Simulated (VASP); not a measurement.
Here is a VASP 6.6.1 calculation.

File INCAR:

```
SYSTEM = P
ALGO = Normal ; EDIFF = 1E-7
ENCUT = 520 ; GGA = PE
GGA_COMPAT = .FALSE. ; ISIF = 2
ISMEAR = -1 ; LASPH = .TRUE.
LCHARG = .FALSE. ; LORBIT = 11
LORBMOM = .TRUE. ; LREAL = .FALSE.
LSORBIT = .TRUE. ; LWAVE = .FALSE.
MAGMOM = 0 0 0 ; NBANDS = 16
NELM = 150 ; PREC = Accurate
SIGMA = 0.1
```

KPOINTS

```
k-points
0
G
  13 13 13
  0 0 0
```

File POSCAR:

```
P
1.0
    2.4436666413      0.0000000000      0.0000000000
    0.0000000000      2.4436666413      0.0000000000
    0.0000000000      0.0000000000      2.4436666413
P
1
Direct
    0.0000000000      0.0000000000      0.0000000000
```

Potentials or basis: VASP PAW PBE potentials, release 64 (P).

Run with:

```sh
$ cat potpaw_PBE.64/P/POTCAR > POTCAR
$ mpirun -np 1 vasp_ncl > vasp.out
```

(1) Predict the pressure.

(2) Predict the net moment.

Answers

(1) 0.1 GPa.

(2) 0.00 μB per cell.
